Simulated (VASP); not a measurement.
Crystal: CuGe.

```xyz
4
Lattice="1.8032 -4.2141 0.0000 1.8032 4.2141 0.0000 0.0000 0.0000 4.1594" Properties=species:S:1:pos:R:3 pbc="T T T"
Cu    1.8032   -0.7063    1.0398
Cu    1.8032    0.7063    3.1195
Ge    1.8032   -3.1601    1.0398
Ge    1.8032    3.1601    3.1195
```

```yaml
Program: VASP 6.6.1
Task: relaxation of cell and atoms
Functional: PBE
Potentials_or_basis: VASP PAW PBE potentials, release 64 (Cu, Ge_d)
Cutoff: 600 eV
k_mesh: 6 × 6 × 4
Occupations: gaussian, width 0.1 eV
Spin: no spin polarisation
```

At the start: pressure 0.6 GPa; volume 15.80 Å³/atom.

Question: Where does the relaxation end?

Answer: Over 19 steps the energy falls by 12.9 meV/atom and the volume is 15.45 Å³/atom (-2.2 %); space group Cmcm (No. 63, to 0.05 Å).

Step by step:
| step | energy change (eV) | largest force (eV/Å) | pressure (GPa) | volume (Å³) |
| --- | --- | --- | --- | --- |
| 1 | 0.0000 | 0.0715 | 0.65 | 63.21 |
| 2 | -0.0039 | 0.0391 | -0.31 | 63.80 |
| 3 | -0.0044 | 0.0319 | -0.97 | 64.16 |
| 4 | -0.0071 | 0.0508 | -1.19 | 64.17 |
| 5 | -0.0150 | 0.0864 | -1.68 | 64.19 |
| 6 | -0.0188 | 0.1075 | -2.18 | 64.18 |
| 7 | -0.0229 | 0.1184 | -1.98 | 63.85 |
| 8 | -0.0312 | 0.1534 | -0.93 | 62.85 |
| 9 | -0.0259 | 0.2746 | 1.73 | 60.83 |
| 10 | -0.0331 | 0.1876 | -0.04 | 62.16 |
| 11 | -0.0345 | 0.1700 | -0.08 | 62.13 |
| 12 | -0.0381 | 0.1198 | 0.10 | 62.04 |
| 13 | -0.0418 | 0.1462 | 0.14 | 61.85 |
| 14 | -0.0420 | 0.1704 | 0.02 | 61.79 |
| 15 | -0.0443 | 0.1492 | 0.12 | 61.75 |
| 16 | -0.0492 | 0.0827 | 0.38 | 61.62 |
| 17 | -0.0489 | 0.0525 | 0.54 | 61.36 |
| 18 | -0.0508 | 0.0169 | 0.30 | 61.50 |
| 19 | -0.0515 | 0.0046 | -0.11 | 61.79 |

Final structure:
```
Cu Ge
1.0
     1.69007   -4.47866    0.00000
     1.69007    4.47866    0.00000
     0.00000    0.00000    4.08176
Cu Ge
2 2
Direct
  0.58318 0.41682 0.25000
  0.41682 0.58318 0.75000
  0.86250 0.13750 0.25000
  0.13750 0.86250 0.75000
```

Caveat: the k points lie up to 0.38 Å⁻¹ apart in the final cell.
